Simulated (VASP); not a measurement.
Write the native input for VASP 6.6.1 that does the following.

```
Task                   : single point
Functional             : revPBE
Potentials or basis    : VASP PAW PBE potentials, release 64 (Cr_pv)
Cutoff                 : 520 eV
k mesh                 : 10 × 10 × 15
Occupations            : fermi-dirac, width 0.05 eV
Spin                   : collinear spin
Starting moments       : [0.0, 0.063, 0.063] μB
Dipole correction      : no
Further INCAR settings : ALGO = Normal; EDIFF = 1e-06; NBANDS = 29
```

The structure of Cr lies in POSCAR:

```
Cr
1.0
    4.1971322020      0.0000000000      0.0000000000
   -2.0985661010      3.6348231100      0.0000000000
    0.0000000000      0.0000000000      2.2690009313
Cr
3
Direct
    0.0000000000      1.0000000000      0.0000000000
    0.3333333333      0.6666666667      0.5000000000
    0.6666666667      0.3333333333      0.5000000000
```

This isn't the form of Cr at room conditions, which is bcc.

One way to write it, as run:

INCAR

```
ALGO = Normal ; EDIFF = 1E-6
ENCUT = 520 ; GGA = RE
ISIF = 2 ; ISMEAR = -1
ISPIN = 2 ; LASPH = T
LCHARG = F ; LMAXMIX = 4
LORBIT = 11 ; LREAL = F
LWAVE = F ; MAGMOM = 0 0.063 0.063
NBANDS = 29 ; NELM = 150
PREC = Accurate ; SIGMA = 0.05
```

KPOINTS

```
k-points
0
Gamma
  10 10 15
```

Potentials or basis: VASP PAW PBE potentials, release 64 (Cr_pv).

Command:

```bash
$ cat potpaw_PBE.64/Cr_pv/POTCAR > POTCAR
$ mpirun -np 1 vasp_std > vasp.out
```

Results of the run:

The pressure is 9.9 GPa and the net moment is 0.06 μB per cell. The site moments are Cr +0.00, +0.03 (each value once) μB. The valence electrons inside the program's atomic spheres are Cr 11.07, 11.14 (each value once).

Caveat: the cell stands under pressure; the PAW data sets were made with another functional, which shifts forces and pressure a little.

Run time: 3.6 min on 1 thread of Intel Xeon 8259CL (shared host), peak memory 0.27 GiB.
